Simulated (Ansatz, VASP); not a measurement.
## HfN: VASP beside Ansatz

File INCAR:

```
PREC = Accurate
ENCUT = 520
EDIFF = 1E-6
ISMEAR = 0
SIGMA = 0.05
LREAL = F
LASPH = T
NELM = 100
ALGO = Normal
ISIF = 2
LWAVE = F
LCHARG = T
GGA = PS
LELF = T
LVHAR = T
NBANDS = 23
```

The input KPOINTS:

```
Automatic mesh
0
Gamma
  10 10 8
```

File POSCAR:

```
HfN
1.0
    3.8567057347      0.0000000000      0.0000000000
    0.0000000000      3.8567057347      0.0000000000
    0.0000000000      0.0000000000      4.8184718836
Hf N
2 2
Direct
    0.5000000000      0.0000000000      0.1768716561
    0.0000000000      0.5000000000      0.8231283439
    0.0000000000      0.0000000000      0.0000000000
    0.5000000000      0.5000000000      0.0000000000
```

Input for Ansatz:

```yaml
crystal:
  lattice:
    - [3.8567057347, 0.0, 0.0]
    - [0.0, 3.8567057347, 0.0]
    - [0.0, 0.0, 4.8184718836]
  atoms:
    - { symbol: Hf, position: [0.5, 0.0, 0.1768716561] }
    - { symbol: Hf, position: [0.0, 0.5, 0.8231283439] }
    - { symbol: "N", position: [0.0, 0.0, 0.0] }
    - { symbol: "N", position: [0.5, 0.5, 0.0] }
basis:
  ecutwfc: 420
  ecutrho_ratio: 4
kpoints:
  mp_grid: { grid: [10, 10, 8] }
hamiltonian:
  xc: pbesol
scf:
  occupations: { method: gaussian, width: 0.05 }
output:
  forces: true
  stress: true
  eigenvalues: true
  populations: true
```

Alike in both runs: task single point; functional PBEsol; k mesh 10 × 10 × 8; occupations gaussian, width 0.05 eV; no spin polarisation.

|  | VASP | Ansatz |
| --- | --- | --- |
| version | VASP 6.6.1 | Ansatz 0.2.0 |
| potentials or method | VASP PAW PBE potentials, release 64 (Hf_pv, N), cutoff 520 eV | scalar-relativistic, plane waves, PAW |
| valence electrons in the cell | 30 | 62 |

|  | VASP | Ansatz | Ansatz less VASP |
| --- | --- | --- | --- |
| gap on the k mesh at the Fermi level (eV) | none | none | - |
| pressure (GPa) | -5.6 | -4.4 | +1.15 |
| traceless stress, the component that is largest in VASP (GPa) | 1.88 | 1.41 | -0.470 |
| rms of the force components (eV/Å) | 0.232 | 0.167 | -0.0650 |

VASP's potentials were made for PBE, not for PBEsol. Atom by atom the forces differ by 0.065 eV/Å (rms over components). A gap of «none» marks a metal or a gap that the smearing closes. VASP's potentials hold 30 valence electrons a cell and Ansatz's 62, so a difference there can come from the potentials and not from the codes.

Spin-orbit coupling is off throughout.
